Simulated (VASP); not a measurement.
Fe:

```
Fe
1.0
    -1.41354    1.41354    1.41354
     1.41354   -1.41354    1.41354
     1.41354    1.41354   -1.41354
Fe
1
Direct
  0.00000 0.00000 0.00000
```

This cell differs from its parent crystal: volume scaled by 0.94.

Base run:

| Property | Result |
| --- | --- |
| Program | VASP 6.6.1 |
| Functional | PBEsol |
| Potentials or basis | VASP PAW PBE potentials, release 64 (Fe) |
| Cutoff | 520 eV |
| k mesh | 13 × 13 × 13 |
| Occupations | fermi-dirac, width 0.05 eV |
| Spin | collinear spin, ferromagnetic start |
| Starting moments | [3.0] μB |

Its results: pressure -9.3 GPa; net moment 2.13 μB per cell; site moments Fe +2.12 μB.

The run is repeated on the same cell with these changes: further incar settings from ALGO = Normal; EDIFF = 1e-07; NBANDS = 14 to ALGO = Fast; EDIFF = 1e-06; NBANDS = 14; dispersion from none to D4. What comes out?

Pressure -12.2 GPa; net moment 2.13 μB per cell; site moments Fe +2.12 μB.

Caveats: the PAW data sets were made with another functional, which shifts forces and pressure a little; pairwise dispersion overbinds metals, which lowers pressure and volume (some runs).
